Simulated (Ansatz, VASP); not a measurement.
YZnC4N4: VASP beside Ansatz

```
Y Zn C N
1.0
     6.40669    0.00000    0.00000
     0.00000    6.40669    0.00000
     0.00000    0.00000    6.40669
Y Zn C N
1 1 4 4
Direct
  0.00000 0.00000 0.00000
  0.50000 0.50000 0.50000
  0.21755 0.21755 0.21755
  0.21755 0.78245 0.78245
  0.78245 0.21755 0.78245
  0.78245 0.78245 0.21755
  0.32315 0.32315 0.32315
  0.32315 0.67685 0.67685
  0.67685 0.32315 0.67685
  0.67685 0.67685 0.32315
```

Alike in both runs: functional PBE; k mesh 6 × 6 × 6; occupations gaussian, width 0.1 eV; no spin polarisation.

Ansatz relaxed the structure, and its values are those at the end. VASP's run is a single point on that final structure, the one shown.

```csv
,VASP,Ansatz
version,VASP 6.6.1,Ansatz 0.2.0
potentials or method,"VASP PAW PBE potentials, release 64 (Y_sv, Zn, C, N), cutoff 520 eV","scalar-relativistic, plane waves, PAW"
valence electrons in the cell,59,59
```

```csv
,VASP,Ansatz,Ansatz less VASP
gap on the k mesh at the Fermi level (eV),none,none,-
pressure (GPa),0.3,0.0,-0.33
rms of the force components (eV/Å),0.186,0.001,-0.1842
```

A gap of «none» marks a metal or a gap that the smearing closes. One of these differences is far larger than is usual between the two programs; its cause wasn't traced.

Noted on VASP's run: the standard files for N, O and F lose accuracy on very short bonds.
